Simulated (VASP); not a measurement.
A run of VASP 6.6.1 is set up as follows.

File INCAR:

```
SYSTEM = Al4P
ALGO = Normal
EDIFF = 1E-6
ENCUT = 520
GGA = PE
ISIF = 2
ISMEAR = 0
LASPH = .True.
LCHARG = .False.
LREAL = .False.
LWAVE = .False.
NBANDS = 16
NELM = 60
PREC = Accurate
SIGMA = 0.1
```

KPOINTS

```
k-points
0
Gamma
  6 6 4
  0 0 0
```

POSCAR

```
Al4P
1.0
    4.5099338261     -0.0000000034      0.0000000000
   -2.2549669102      3.9057172645      0.0000000000
    0.0000000000      0.0000000000      7.6138465284
Al P
4 1
Direct
    0.0000000000      0.0000000000      0.8179898875
    0.0000000000      0.0000000000      0.1820101125
    0.3333333333      0.6666666667      0.5000000000
    0.6666666667      0.3333333333      0.5000000000
    0.0000000000      0.0000000000      0.5000000000
```

Potentials or basis: VASP PAW PBE potentials, release 64 (Al, P).

Launch:

```sh
$ cat potpaw_PBE.64/Al/POTCAR potpaw_PBE.64/P/POTCAR > POTCAR
$ mpirun -np 1 vasp_std > vasp.out
```

Predict the largest force.

0.030 eV/Å.

What does it give for the pressure?

-0.1 GPa.

Stress tensor (GPa, compression positive):
```
-0.03  0.00  0.00
 0.00 -0.03  0.00
 0.00  0.00 -0.35
```
